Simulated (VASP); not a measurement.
Here is a VASP 6.6.1 calculation.

The input INCAR:

```
SYSTEM = Y
ALGO = Normal
EDIFF = 1E-6
ENCUT = 520
GGA = CA
ISIF = 2
ISMEAR = -1
LASPH = .TRUE.
LCHARG = .TRUE.
LELF = .TRUE.
LREAL = .FALSE.
LVHAR = .TRUE.
LWAVE = .FALSE.
NBANDS = 18
NELM = 60
PREC = Accurate
SIGMA = 0.1
```

KPOINTS

```
k-points
0
G
  17 17 10
  0 0 0
```

POSCAR

```
Y
1.0
    3.5858447257      0.0000000000      0.0000000000
   -1.7929223628      3.1054326265      0.0000000000
    0.0000000000      0.0000000000      5.5975354735
Y
2
Direct
    0.3333333333      0.6666666667      0.2500000000
    0.6666666667      0.3333333333      0.7500000000
```

Potentials or basis: VASP PAW LDA potentials, release 64 (Y_sv).

Run with:

```console
$ cat potpaw_LDA.64/Y_sv/POTCAR > POTCAR
$ mpirun -np 1 vasp_std > vasp.out
```

Question: Predict the band gap on the k mesh.

Answer: Zero (bands 11 and 12 overlap by 1.63 eV).

Question: Predict the pressure.

Answer: -1.7 GPa.
